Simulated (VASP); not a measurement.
Runs of VASP 6.6.1 on Sr. The structure is that of space group Pm-3m (No. 221), or close to it. The cells are those of the table. 

| task | cell | k mesh | cutoff (eV) | gap on the mesh (eV) | pressure (GPa) |
| --- | --- | --- | --- | --- | --- |
| single point | a = 3.967 Å, 1 atom | 13 × 13 × 13 | 520 | none | 0.0 |
| single point | a = 3.967 Å, 1 atom | 9 × 9 × 9 | 520 | none | 0.0 |
| single point | a = 3.859 Å, 1 atom | 9 × 9 × 9 | 520 | none | 0.6 |
| single point | a = 3.914 Å, 1 atom | 9 × 9 × 9 | 520 | none | (a) |
| single point | a = 3.802 Å, 1 atom | 9 × 9 × 9 | 520 | none | 0.9 |
| relaxation of cell and atoms | relaxed from a = 3.933 Å, 1 atom | 8 × 8 × 8 | 600 | none | 0.0 |
| single point | a = 3.967 Å, 1 atom | 8 × 8 × 8 | 520 | none | 0.0 |
| single point | a = 4.070 Å, 1 atom | 9 × 9 × 9 | 520 | none | -0.4 |

Alike in all rows: level RPBE; potentials or basis VASP PAW PBE potentials, release 64 (Sr_sv); no spin polarisation; smearing fermi-dirac 0.1 eV.

**Question.** Fill in the values left out.

**Answer.** (a) 0.2.

Caveats: the PAW data sets were made with another functional, which shifts forces and pressure a little.

A k mesh can miss the band edges, and the runs leave out spin-orbit coupling on Sr.

A gap of «none» marks levels without a gap at the run's occupations.
